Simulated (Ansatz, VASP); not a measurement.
# One calculation of NaH, two programs

```
Na H
1.0
     0.00000    2.39703    2.48093
     2.39703    0.00000    2.48093
     2.39703    2.39703    0.00000
Na H
1 1
Direct
  0.00000 0.00000 0.00000
  0.50000 0.50000 0.50000
```

Change from the starting cell: engineering shear strain xy +0.0000, normal strain along z +0.0350.

Alike in both runs: task single point; functional r2SCAN; k mesh 8 × 8 × 8; occupations fermi-dirac, width 0.2 eV; no spin polarisation.

```csv
,VASP,Ansatz
version,VASP 6.6.1,Ansatz 0.2.0
potentials or method,"VASP PAW PBE potentials, release 64 (Na_pv, H), cutoff 520 eV","scalar-relativistic, plane waves, PAW"
valence electrons in the cell,8,10
```

```csv
,VASP,Ansatz,Ansatz less VASP
gap on the k mesh at the Fermi level (eV),4.32,4.31,-0.011
least direct gap on the mesh (eV),5.17,5.15,-0.018
pressure (GPa),-0.9,-0.7,+0.16
"traceless stress, the component that is largest in VASP (GPa)",-0.65,-0.70,-0.054
```

VASP's potentials were made for PBE, not for r2SCAN. With one functional, cell and mesh, what is left measures potentials, basis and numerics. VASP's potentials hold 8 valence electrons a cell and Ansatz's 10, so a difference there can come from the potentials and not from the codes.
